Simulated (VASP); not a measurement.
# MgO (P1) in VASP: notebook, part 2 of 2

VASP 6.6.1.

**4. Single point, r2SCAN (atom 3 (O) moved by (+0.300, -0.150) A along [1 1 0] and z)**

POSCAR

```
MgO
1.0
    3.4863778627      0.0000000000      0.0000000000
   -1.7431889314      3.0192917963      0.0000000000
    0.0000000000      0.0000000000      4.1780412200
Mg O
2 2
Direct
    0.6666666667      0.3333333333      0.7500000000
    0.3333333333      0.6666666667      0.2500000000
    0.7626420700      0.4035922048      0.2140980086
    0.3333333333      0.6666666667      0.7500000000
```

INCAR.step1

```
PREC = Accurate
ENCUT = 520
ISMEAR = 1
SIGMA = 0.02
LREAL = False
LASPH = True
NELM = 60
NBANDS = 16
GGA = PE
ALGO = Normal
EDIFF = 1E-4
LWAVE = True
LCHARG = False
```

INCAR.step2

```
PREC = Accurate
ENCUT = 520
EDIFF = 1E-6
ISMEAR = 1
SIGMA = 0.02
LREAL = False
LASPH = True
NELM = 60
ALGO = Normal
ISIF = 2
LWAVE = False
LCHARG = True
METAGGA = R2SCAN
LMIXTAU = True
LELF = True
LVHAR = True
NBANDS = 16
ISTART = 1
```

KPOINTS

```
Automatic mesh
0
Gamma
  6 6 6
```

Potentials or basis: VASP PAW PBE potentials, release 64 (Mg, O).

On the command line:

```console
$ cat potpaw_PBE.64/Mg/POTCAR potpaw_PBE.64/O/POTCAR > POTCAR
$ cp INCAR.step1 INCAR
$ mpirun -np 1 vasp_std > vasp.out
$ cp INCAR.step2 INCAR
$ mpirun -np 1 vasp_std > vasp.out
```

OUTCAR:

```text
PREC = Accurate
   ENCUT = 520
   EDIFF = 1E-6
   ISMEAR = 1
   LREAL = False
   LASPH = True
   NELM = 60
   ISIF = 2
   METAGGA = R2SCAN
   ISTART = 1

 ion  position               nearest neighbor table
   1  0.667  0.333  0.750-   3 1.96   4 2.01   4 2.01   4 2.01   3 2.26   2 2.90   2 2.90   2 2.90
                             2 2.90   2 2.90   2 2.90
   2  0.333  0.667  0.250-   3 1.73   4 2.09   4 2.09   3 2.12   3 2.24   1 2.90   1 2.90   1 2.90
                             1 2.90   1 2.90   1 2.90
   3  0.763  0.404  0.214-   2 1.73   1 1.96   2 2.12   2 2.24   1 2.26
[... 654 lines left out ...]
 [... further k-points ...]
[... 5 lines left out ...]
  --------------------------------------------------------------------------------------
  -------------------------------------------------------------------------------------
  Total        4.5230618     -0.4503950      0.9265465      2.9804092      0.2517777      0.4006821
  in kB      164.7748182    -16.4078589     33.7540233    108.5760958      9.1722432     14.5968219
  external PRESSURE =      60.7069942 kB  Pullay stress =       0.0000000 kB

 VOLUME and BASIS-vectors are now :
 -----------------------------------------------------------------------------
  energy-cutoff  :      520.00
  volume of cell :       43.98
      direct lattice vectors                 reciprocal lattice vectors
     3.486377863  0.000000000  0.000000000     0.286830642  0.165601748  0.000000000
    -1.743188931  3.019291796  0.000000000     0.000000000  0.331203497  0.000000000
     0.000000000  0.000000000  4.178041220     0.000000000  0.000000000  0.239346609

 POSITION                                       TOTAL-FORCE (eV/Angst)
 -----------------------------------------------------------------------------------
      1.74319      1.00643      3.13353         0.324403      0.334340     -0.414107
     -0.00000      2.01286      1.04451         3.608201      2.031685     -0.103476
      1.95532      1.21856      0.89451        -4.510493     -2.791290      1.536196
     -0.00000      2.01286      3.13353         0.577888      0.425265     -1.018613
 -----------------------------------------------------------------------------------
    total drift:                               -0.003034      0.000077      0.001116

  FREE ENERGIE OF THE ION-ELECTRON SYSTEM (eV)
  ---------------------------------------------------
  free  energy   TOTEN  =       -31.2845283902 eV

  energy  without entropy=      -31.2845337586  energy(sigma->0) =      -31.28453018
```

OSZICAR.step1:

```text
N       E                     dE             d eps       ncg     rms          rms(c)
DAV:   1     0.630399763230E+02    0.63040E+02   -0.76341E+03  3592   0.895E+02
DAV:   2    -0.233410251154E+02   -0.86381E+02   -0.78859E+02  5024   0.199E+02
DAV:   3    -0.272273871836E+02   -0.38864E+01   -0.38759E+01  4064   0.438E+01
DAV:   4    -0.272435221524E+02   -0.16135E-01   -0.16129E-01  4432   0.328E+00
DAV:   5    -0.272436028010E+02   -0.80649E-04   -0.80648E-04  4104   0.222E-01    0.117E+01
DAV:   6    -0.229681651400E+02    0.42754E+01   -0.11103E+01  3912   0.259E+01    0.365E+00
DAV:   7    -0.229097244156E+02    0.58441E-01   -0.16329E-01  3816   0.328E+00    0.217E+00
DAV:   8    -0.228880655432E+02    0.21659E-01   -0.10591E-01  4448   0.341E+00    0.502E-01
DAV:   9    -0.228853406662E+02    0.27249E-02   -0.10085E-02  4168   0.876E-01    0.127E-01
DAV:  10    -0.228861217027E+02   -0.78104E-03   -0.95452E-04  3624   0.258E-01    0.490E-02
DAV:  11    -0.228861606647E+02   -0.38962E-04   -0.13355E-04  3048   0.107E-01
   1 F= -.22886161E+02 E0= -.22886161E+02  d E =0.384048E-19
```

Wall time 2 min (1 thread of Intel Xeon 6975P-C (Granite Rapids), shared host); peak memory 0.22 GiB.

Results:

```
Free energy            : -31.2845 eV
Pressure               : 6.1 GPa
Largest force          : 5.522 eV/Å
Band gap on the k mesh : 3.89 eV
```

Forces on the atoms (eV/Å):
```
Mg   0.324  0.334 -0.414
Mg   3.608  2.032 -0.103
O   -4.510 -2.791  1.536
O    0.578  0.425 -1.019
```

Stress tensor (GPa, compression positive):
```
16.48 10.86  1.46
10.86 -1.64  0.92
 1.46  0.92  3.38
```

Levels at points of the mesh, in eV from the valence-band top:
```tsv
k point	band 6	band 7	band 8	band 9	band 10	band 11
(0.00, 0.00, 0.00)	-1.05	-0.72	0.00	3.89	10.23	12.55
(0.50, 0.00, 0.00)	-1.93	-1.85	-0.52	6.95	9.52	11.49
(0.00, 0.50, 0.00)	-1.74	-0.91	-0.60	7.95	9.63	9.88
(0.50, 0.50, 0.00)	-1.88	-1.13	-0.66	7.76	9.45	10.20
(0.00, 0.00, 0.50)	-1.42	-1.18	-1.13	6.74	7.07	13.50
(0.50, 0.00, 0.50)	-1.29	-0.68	-0.40	7.43	7.87	11.09
(0.00, 0.50, 0.50)	-1.57	-1.10	-0.92	7.72	8.48	12.39
(0.50, 0.50, 0.50)	-1.54	-0.92	-0.71	7.61	8.22	12.01
```

Caveat: the cell differs from its parent crystal (atom 3 (O) moved by (+0.300, -0.150) A along [1 1 0] and z); the cell stands under pressure; the PAW data sets were made with another functional, which shifts forces and pressure a little.

**5. The runs side by side**

```tsv
cell	gap on the mesh (eV)	pressure (GPa)	largest force (eV/Å)
as given, atomic positions A	4.03	5.3	4.76
as given, atomic positions B	4.03	5.6	4.89
as given, atomic positions C	3.89	6.1	5.52
```

Alike in all rows: task single point; level r2SCAN; potentials or basis VASP PAW PBE potentials, release 64 (Mg, O); no spin polarisation; k mesh 6 × 6 × 6; cutoff (eV) 520; smearing methfessel-paxton 0.02 eV.

Caveats: the cell stands under pressure; the PAW data sets were made with another functional, which shifts forces and pressure a little.

Total energies depend on the potentials used, so only differences within one code and one set of settings carry meaning.
